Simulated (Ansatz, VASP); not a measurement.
**VWC2: VASP beside Ansatz**

The input INCAR:

```
PREC = Accurate
ENCUT = 520
EDIFF = 1E-7
ISMEAR = -1
SIGMA = 0.05
LREAL = False
LASPH = True
NELM = 150
ALGO = Normal
ISIF = 2
LWAVE = False
LCHARG = False
ISPIN = 2
MAGMOM = 0 2 0 0
LORBIT = 11
LMAXMIX = 4
GGA = PS
NBANDS = 30
```

Contents of KPOINTS:

```
Automatic mesh
0
Gamma
  10 10 10
```

The input POSCAR:

```
VWC2
1.0
    1.4965380473      0.8640266445      4.8672107864
   -1.4965380473      0.8640266445      4.8672107864
    0.0000000000     -1.7280532889      4.8672107864
W V C
1 1 2
Direct
    0.0000000000      0.0000000000      0.0000000000
    0.5000000000      0.5000000000      0.5000000000
    0.2464940000      0.2464940000      0.2464940000
    0.7535060000      0.7535060000      0.7535060000
```

input.yaml

```yaml
crystal:
  lattice:
    - [1.4965380473, 0.8640266445, 4.8672107864]
    - [-1.4965380473, 0.8640266445, 4.8672107864]
    - [0.0, -1.7280532889, 4.8672107864]
  atoms:
    - { symbol: W, position: [0.0, 0.0, 0.0] }
    - { symbol: V, position: [0.5, 0.5, 0.5], spin: 2.0 }
    - { symbol: C, position: [0.246494, 0.246494, 0.246494] }
    - { symbol: C, position: [0.753506, 0.753506, 0.753506] }
kpoints:
  mp_grid: { grid: [10, 10, 10] }
scf:
  occupations: { method: fermi_dirac, width: 0.05 }
hamiltonian:
  xc: pbesol
  pseudopotentials: { kind: all_electron, lapw: { basis_error: 0.001 } }
magnetization:
  spin_polarized: true
output:
  forces: true
  stress: true
  eigenvalues: true
```

Change from the starting cell: volume scaled by 0.96.

Alike in both runs: task single point; functional PBEsol; k mesh 10 × 10 × 10; occupations fermi-dirac, width 0.05 eV; collinear spin.

|  | VASP | Ansatz |
| --- | --- | --- |
| version | VASP 6.6.1 | Ansatz 0.2.0 |
| potentials or method | VASP PAW PBE potentials, release 64 (W_sv, V_sv, C), cutoff 520 eV | all-electron LAPW, scalar-relativistic |

Ansatz gave:

| Item | Value |
| --- | --- |
| gap on the k mesh at the Fermi level (eV) | none |
| pressure (GPa) | 3.4 |
| traceless stress, the component that is largest in VASP (GPa) | -0.52 |
| rms of the force components (eV/Å) | 0.033 |
| net moment per atom (μB) | 0.00 |

**Question.** Estimate VASP's values.

**Answer.** gap on the k mesh at the Fermi level (eV): none; pressure (GPa): 4.4; traceless stress, the component that is largest in VASP (GPa): -0.57; rms of the force components (eV/Å): 0.045; net moment per atom (μB): 0.00.

VASP's potentials were made for PBE, not for PBEsol. Atom by atom the forces differ by 0.012 eV/Å (rms over components). A gap of «none» marks a metal or a gap that the smearing closes. Ansatz ran all-electron here, and VASP with PAW potentials.

Spin-orbit coupling is off throughout.
